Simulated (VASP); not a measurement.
The system is Rh.

```xyz
2
Lattice="0.0000 2.5993 2.5993 2.5993 0.0000 2.5993 2.5993 2.5993 0.0000" Properties=species:S:1:pos:R:3 pbc="T T T"
Rh   -0.6498   -0.6498   -0.6498
Rh    0.6498    0.6498    0.6498
```

| Property | Result |
| --- | --- |
| Program | VASP 6.6.1 |
| Task | relaxation of cell and atoms |
| Functional | PBE |
| Potentials or basis | VASP PAW PBE potentials, release 64 (Rh_pv) |
| Cutoff | 600 eV |
| k mesh | 13 × 13 × 13 |
| Occupations | fermi-dirac, width 0.05 eV |
| Spin | no spin polarisation |

At the start: pressure 35.7 GPa; volume 17.56 Å³/atom.

**Question.** Where does the relaxation end?

**Answer.** Over 5 steps the energy falls by 316.7 meV/atom and the volume is 20.96 Å³/atom (+19.3 %); space group Fd-3m (No. 227, to 0.05 Å).

Step by step:
```
step  energy change (eV)  largest force (eV/Å)  pressure (GPa)  volume (Å³)
   1              0.0000                0.0000           35.74        35.13
   2              0.7475                0.0000          -18.11        59.04
   3             -0.6266                0.0000           -2.48        42.78
   4             -0.6330                0.0000           -0.67        42.14
   5             -0.6335                0.0000            0.02        41.92
```

Final structure:
```xyz
2
Lattice="0.0000 2.7571 2.7571 2.7571 0.0000 2.7571 2.7571 2.7571 0.0000" Properties=species:S:1:pos:R:3 pbc="T T T"
Rh    4.8250    4.8250    4.8250
Rh    0.6893    0.6893    0.6893
```

Caveat: the volume moved by over 15 % at a fixed basis, so the end points are rough.
